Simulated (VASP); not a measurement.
# Zn3Pb2 (P6/mmm) in VASP: single point with PBE

Aim: the single point of Zn3Pb2 with PBE.

Everything below comes from runs of VASP 6.6.1. Logs are shortened: lines on timing, memory, paths and dates and some standing lists are left out, and cuts for length are marked.

### 1 The cell of the first run

The structure is hexagonal, space group P6/mmm (No. 191). The conventional cell has a = 4.648 Å, b = 4.648 Å, c = 5.695 Å, α = 90.00°, β = 90.00°, γ = 120.00°. Within 3.1 Å of Zn (site symmetry mmm) lie 4 Zn at 2.32 Å and 2 Pb at 2.32 Å. Pb (site symmetry 6/mmm) has 6 Zn at 2.32 Å and 2 Pb at 2.85 Å within 3.1 Å. Within 3.8 Å of Pb (site symmetry 6/mmm) lie 2 Pb at 2.85 Å and 12 Zn at 3.68 Å.

### 2 Single point, PBE

Contents of INCAR:

```
PREC = Accurate
ENCUT = 520
EDIFF = 1E-6
ISMEAR = 0
SIGMA = 0.1
LREAL = False
LASPH = True
NELM = 80
ALGO = Fast
ISIF = 2
LWAVE = False
LCHARG = False
GGA = PE
NBANDS = 40
```

Contents of KPOINTS:

```
Automatic mesh
0
Gamma
  6 6 4
```

Contents of POSCAR:

```
Zn3Pb2
1.0
    4.6476224500      0.0000000000      0.0000000000
   -2.3238112300      4.0249591100      0.0000000000
    0.0000000000      0.0000000000      5.6954462700
Zn Pb
3 2
Direct
    0.5000000000      0.0000000000      0.0000000000
    0.0000000000      0.5000000000      0.0000000000
    0.5000000000      0.5000000000      0.0000000000
    0.0000000000      0.0000000000      0.0000000000
    0.0000000000      0.0000000000      0.5000000000
```

Potentials or basis: VASP PAW PBE potentials, release 64 (Zn, Pb_d).

On the command line:

```bash
$ cat potpaw_PBE.64/Zn/POTCAR potpaw_PBE.64/Pb_d/POTCAR > POTCAR
$ mpirun -np 1 vasp_std > vasp.out
```

OUTCAR:

```text
PREC = Accurate
   ENCUT = 520
   EDIFF = 1E-6
   ISMEAR = 0
   LREAL = False
   LASPH = True
   NELM = 80
   ISIF = 2
   GGA = PE

 ion  position               nearest neighbor table
   1  0.500  0.000  0.000-   2 2.32   2 2.32   4 2.32   4 2.32   3 2.32   3 2.32
   2  0.000  0.500  0.000-   1 2.32   1 2.32   3 2.32   3 2.32   4 2.32   4 2.32
   3  0.500  0.500  0.000-   4 2.32   4 2.32   2 2.32   2 2.32   1 2.32   1 2.32
   4  0.000  0.000  0.000-   3 2.32   3 2.32   1 2.32   1 2.32   2 2.32   2 2.32   5 2.85   5 2.85

   5  0.000  0.000  0.500-   4 2.85   4 2.85

  LATTYP: Found a hexagonal cell.
 ALAT       =     4.6476224500
 C/A-ratio  =     1.2254537306

  Lattice vectors:

 A1 = (   4.6476224500,   0.0000000000,   0.0000000000)
 A2 = (  -2.3238112300,   4.0249591100,   0.0000000000)
 A3 = (   0.0000000000,   0.0000000000,   5.6954462700)

Analysis of symmetry for initial positions (statically):
=====================================================================
 Subroutine PRICEL returns:
 Original cell was already a primitive cell.

 Routine SETGRP: Setting up the symmetry group for a
 hexagonal supercell.

 Subroutine GETGRP returns: Found 24 space group operations
 (whereof 24 operations were pure point group operations)
 out of a pool of 24 trial point group operations.

The static configuration has the point symmetry D_6h.

Analysis of symmetry for dynamics (positions and initial velocities):
=====================================================================
 Subroutine PRICEL returns:
 Original cell was already a primitive cell.

 Routine SETGRP: Setting up the symmetry group for a
 hexagonal supercell.

 Subroutine GETGRP returns: Found 24 space group operations
 (whereof 24 operations were pure point group operations)
 out of a pool of 24 trial point group operations.

The dynamic configuration has the point symmetry D_6h.

 Subroutine INISYM returns: Found 24 space group operations
 (whereof 24 operations are pure point group operations),
 and found     1 'primitive' translations

----------------------------------------------------------------------------------------

                                     Primitive cell

  volume of cell :     106.5418

  direct lattice vectors                    reciprocal lattice vectors
     4.647622450  0.000000000  0.000000000     0.215163777  0.124224865  0.000000000
    -2.323811230  4.024959110  0.000000000     0.000000000  0.248449729  0.000000000
     0.000000000  0.000000000  5.695446270     0.000000000  0.000000000  0.175578866

  length of vectors
     4.647622450  4.647622453  5.695446270     0.248449729  0.248449729  0.175578866

  position of ions in fractional coordinates (direct lattice)
     0.500000000  0.000000000  0.000000000
     0.000000000  0.500000000  0.000000000
     0.500000000  0.500000000  0.000000000
     0.000000000  0.000000000  0.000000000
     0.000000000  0.000000000  0.500000000

  ion indices of the primitive-cell ions
   primitive index   ion index
                 1           1
                 2           2
                 3           3
                 4           4
                 5           5

----------------------------------------------------------------------------------------

 KPOINTS: Automatic mesh

Automatic generation of k-mesh.
 Grid dimensions read from file:
 generate k-points for:    6    6    4

 Generating k-lattice:

  Cartesian coordinates                     Fractional coordinates (reciprocal lattice)
     0.035860629  0.020704144  0.000000000     0.166666667 -0.000000000  0.000000000
     0.000000000  0.041408288  0.000000000     0.000000000  0.166666667  0.000000000
     0.000000000  0.000000000  0.043894717     0.000000000  0.000000000  0.250000000

  Length of vectors
     0.041408288  0.041408288  0.043894717

  Shift w.r.t. Gamma in fractional coordinates (k-lattice)
     0.000000000  0.000000000  0.000000000

 Subroutine IBZKPT returns following result:
 ===========================================

 Found     21 irreducible k-points:

 Following reciprocal coordinates:
            Coordinates               Weight
  0.000000  0.000000  0.000000      1.000000
  0.166667  0.000000  0.000000      6.000000
  0.333333 -0.000000  0.000000      6.000000
  0.500000  0.000000  0.000000      3.000000
  0.166667  0.166667  0.000000      6.000000
  0.333333  0.166667  0.000000     12.000000
[... 13 lines left out ...]
  0.333333  0.166667  0.500000     12.000000
  0.333333  0.333333  0.500000      2.000000
   k-points           NKPTS =     21   k-points in BZ     NKDIM =     21   number of bands    NBANDS=     40
   number of dos      NEDOS =    301   number of ions     NIONS =      5
   total plane-waves  NPLWV =  54432
   dimension x,y,z NGX =    36 NGY =   36 NGZ =   42
   dimension x,y,z NGXF=    72 NGYF=   72 NGZF=   84
   ions per type =               3   2
   NGX,Y,Z   is equivalent  to a cutoff of  12.88, 12.88, 12.26 a.u.
   NGXF,Y,Z  is equivalent  to a cutoff of  25.75, 25.75, 24.52 a.u.
 SYSTEM =  unknown system
   PREC   = accura    normal or accurate (medium, high low for compatibility)
   ISTART =      0    job   : 0-new  1-cont  2-samecut
   ICHARG =      2    charge: 1-file 2-atom 10-const
   ISPIN  =      1    spin polarized calculation?
   LNONCOLLINEAR =      F non collinear calculations
   LSORBIT =      F    spin-orbit coupling
   LASPH  =      T    aspherical Exc in radial PAW
   ENCUT  =  520.0 eV  38.22 Ry    6.18 a.u.   8.64  8.64 10.59*2*pi/ulx,y,z
   NELM   =     80;   NELMIN=  2; NELMDL= -5     # of ELM steps
   EDIFF  = 0.1E-05   stopping-criterion for ELM
   LREAL  =      F    real-space projection
   EDIFFG = 0.1E-04   stopping-criterion for IOM
   NSW    =      0    number of steps for IOM
   IBRION =     -1    ionic relax: 0-MD 1-quasi-New 2-CG
   NFREE  =      0    steps in history (QN), initial steepest desc. (CG)
   ISIF   =      2    stress and relaxation
   ISYM   =      2    0-nonsym 1-usesym 2-fastsym
   POTIM  = 0.5000    time-step for ionic-motion
   TEBEG  =    0.0;   TEEND  =   0.0 temperature during run
   PSTRESS=    0.0 pullay stress
   NELECT =      64.0000    total number of electrons
   NUPDOWN=      -1.0000    fix difference up-down
   EMIN   =  10.00;   EMAX   =-10.00  energy-range for DOS
   EFERMI =   0.00;   METHOD = LEGACY
   ISMEAR =     0;   SIGMA  =   0.10  broadening in eV -4-tet -1-fermi 0-gaus
   EFERMI_NEDOS =   21; number of points for ismear=-14 and -15
   IALGO  =     68    algorithm
   IMIX   =      4    mixing-type and parameters
     AMIX     =   0.40;   BMIX     =  1.00
     AMIX_MAG =   1.60;   BMIX_MAG =  1.00
  volume/ion in A,a.u.               =      21.31       143.80
  Fermi-wavevector in a.u.,A,eV,Ry     =   1.381322  2.610319 25.960587  1.908049
  Thomas-Fermi vector in A             =   2.506117
   LORBIT       =      0    0 simple, 1 ext, 2 COOP (PROOUT), +10 PAW based schemes
   GGA     = PE    functional components
   LHFCALC =     F    Hartree Fock is set to
   AEXX    =    0.0000 exact exchange contribution
   IVDW    =     0    specifies the selected vdW correction
   LEPSILON=     F    determine dielectric tensor
   LRPA    =     F    only Hartree local field effects (RPA)
 non-spin polarized calculation
 RMM-DIIS sequential band-by-band and
 Gauss-broadening in eV      SIGMA  =   0.10
  energy-cutoff  :      520.00
  volume of cell :      106.54
 maximum number of plane-waves:      2904
 NGX is ok and might be reduce to    36
   NGX = 17   NGY = 17   NGZ = 21

 number of electron      64.0000015 magnetization

 Free energy of the ion-electron system (eV)
  ---------------------------------------------------
  ext. energy  EPLUGINS =         0.00000000
  ---------------------------------------------------
  free energy    TOTEN  =        -2.21256565 eV

  energy without entropy =       -2.19803304  energy(sigma->0) =       -2.20529935

 E-fermi :   5.7889     XC(G=0): -10.3386

 val. band max:        5.7783995726   @ k =   0.3333   0.1667   0.0000
 cond. band min:       5.8042306209   @ k =   0.1667   0.0000   0.5000
 fundamental gap:      0.0258310483
 Fermi energy:         5.7888817708

 k-point     1 :       0.0000    0.0000    0.0000
  band No.  band energies     occupation
      1     -13.7433      2.00000
      2     -13.7433      2.00000
      3     -13.6651      2.00000
      4     -13.1493      2.00000
      5     -13.1493      2.00000
      6     -11.7210      2.00000
[... 32 lines left out ...]
     39      10.7710      0.00000
     40      11.0901      0.00000

 k-point     2 :       0.1667    0.0000    0.0000
  band No.  band energies     occupation
      1     -13.7233      2.00000
      2     -13.6904      2.00000
      3     -13.6291      2.00000
      4     -13.1460      2.00000
      5     -13.1414      2.00000
      6     -11.6975      2.00000
[... 32 lines left out ...]
     39      10.4751      0.00000
     40      12.0761      0.00000

 k-point     3 :       0.3333   -0.0000    0.0000
  band No.  band energies     occupation
      1     -13.6996      2.00000
      2     -13.5809      2.00000
      3     -13.5424      2.00000
      4     -13.1395      2.00000
      5     -13.1256      2.00000
      6     -11.6483      2.00000
[... 32 lines left out ...]
     39      11.3479      0.00000
     40      12.6467      0.00000

 k-point     4 :       0.5000    0.0000    0.0000
  band No.  band energies     occupation
      1     -13.6907      2.00000
      2     -13.5241      2.00000
      3     -13.4971      2.00000
      4     -13.1363      2.00000
      5     -13.1176      2.00000
      6     -11.6226      2.00000
[... 32 lines left out ...]
     39      11.9182      0.00000
     40      12.4618      0.00000
[... 643 lines left out ...]
     39      11.0975      0.00000
     40      11.1730      0.00000

 k-point    20 :       0.3333    0.1667    0.5000
  band No.  band energies     occupation
      1     -13.6336      2.00000
      2     -13.5482      2.00000
      3     -13.3412      2.00000
      4     -13.0921      2.00000
      5     -13.0790      2.00000
      6     -11.7503      2.00000
[... 32 lines left out ...]
     39      11.8288      0.00000
     40      12.6232      0.00000

 k-point    21 :       0.3333    0.3333    0.5000
  band No.  band energies     occupation
      1     -13.5622      2.00000
      2     -13.5622      2.00000
      3     -13.3390      2.00000
      4     -13.0826      2.00000
      5     -13.0826      2.00000
      6     -11.7497      2.00000
[... 32 lines left out ...]
     39      12.3918      0.00000
     40      12.9744      0.00000

------------------------ aborting loop because EDIFF is reached ----------------------------------------

  FORCE on cell =-STRESS in cart. coord.  units (eV):
  Direction    XX          YY          ZZ          XY          YZ          ZX
  --------------------------------------------------------------------------------------
  -------------------------------------------------------------------------------------
  Total       35.4407026     35.4407026     10.9715625     -0.0000000     -0.0000000      0.0000000
  in kB      532.9578117    532.9578120    164.9905199     -0.0000007     -0.0000000      0.0000000
  external PRESSURE =     410.3020479 kB  Pullay stress =       0.0000000 kB

 VOLUME and BASIS-vectors are now :
 -----------------------------------------------------------------------------
  energy-cutoff  :      520.00
  volume of cell :      106.54
      direct lattice vectors                 reciprocal lattice vectors
     4.647622450  0.000000000  0.000000000     0.215163777  0.124224865  0.000000000
    -2.323811230  4.024959110  0.000000000     0.000000000  0.248449729  0.000000000
     0.000000000  0.000000000  5.695446270     0.000000000  0.000000000  0.175578866

 POSITION                                       TOTAL-FORCE (eV/Angst)
 -----------------------------------------------------------------------------------
      2.32381      0.00000      0.00000         0.000000      0.000000      0.000000
     -1.16191      2.01248      0.00000        -0.000000      0.000000      0.000000
      1.16191      2.01248      0.00000        -0.000000      0.000000      0.000000
      0.00000      0.00000      0.00000        -0.000000      0.000000      0.000000
      0.00000      0.00000      2.84772        -0.000000      0.000000      0.000000
 -----------------------------------------------------------------------------------
    total drift:                                0.000000      0.000000     -0.000000

  FREE ENERGIE OF THE ION-ELECTRON SYSTEM (eV)
  ---------------------------------------------------
  free  energy   TOTEN  =        -2.2125656520 eV

  energy  without entropy=       -2.1980330394  energy(sigma->0) =       -2.20529935
```

It took 83 s on 1 thread of AMD EPYC 7R13 (Zen 3), shared host; peak memory 0.23 GiB.

What came out:

```
Free energy            : -2.2126 eV
Pressure               : 41.0 GPa
Band gap on the k mesh : zero (band 32 reaches 7.35 eV, above the bottom of band 33 at 5.40 eV)
```

Stress tensor (GPa, compression positive):
```
53.30  0.00  0.00
 0.00 53.30  0.00
 0.00  0.00 16.50
```

Levels at points of the mesh, in eV from the Fermi level:
```
           k point  band 28  band 29  band 30  band 31  band 32  band 33  band 34  band 35  band 36  band 37
(0.00, 0.00, 0.00)    -5.64    -4.53    -4.53    -2.53    -1.29     1.47     1.47     2.22     2.22     2.23
(0.50, 0.00, 0.00)    -7.03    -4.35    -3.99    -3.74    -0.73    -0.39     1.61     2.94     4.16     4.91
(0.00, 0.00, 0.50)    -4.32    -4.32    -2.50    -1.65    -1.53     1.43     1.43     1.61     1.61     1.78
(0.50, 0.00, 0.50)    -8.06    -4.12    -3.77    -2.82     0.25     0.59     2.18     2.82     3.61     5.78
```

Caveat: spin-orbit coupling is left out, which moves the levels of the heavy elements.
